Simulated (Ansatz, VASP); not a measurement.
**Si in VASP and in Ansatz**

```
Si
1.0
     4.69524    0.00000    0.00000
     1.56508    3.49963    0.00000
     0.00000    0.00000   12.57200
Si
6
Direct
  0.11496 0.69252 0.35794
  0.48759 0.00620 0.39876
  0.82984 0.33508 0.44846
  0.17016 0.66492 0.55154
  0.51241 0.99380 0.60124
  0.88504 0.30748 0.64206
```

Alike in both runs: task single point; functional PBEsol; k mesh 10 × 10 × 1; occupations fermi-dirac, width 0.05 eV; no spin polarisation.

|  | VASP | Ansatz |
| --- | --- | --- |
| version | VASP 6.6.1 | Ansatz 0.2.0 |
| potentials or method | VASP PAW PBE potentials, release 64 (Si), cutoff 520 eV | all-electron LAPW, scalar-relativistic |

|  | VASP | Ansatz | Ansatz less VASP |
| --- | --- | --- | --- |
| rms of the force components (eV/Å) | 0.003 | 0.003 | -0.0002 |

VASP's potentials were made for PBE, not for PBEsol. Atom by atom the forces differ by 0.003 eV/Å (rms over components). Ansatz ran all-electron here, and VASP with PAW potentials. Ansatz's warnings: vacuum density over bound.
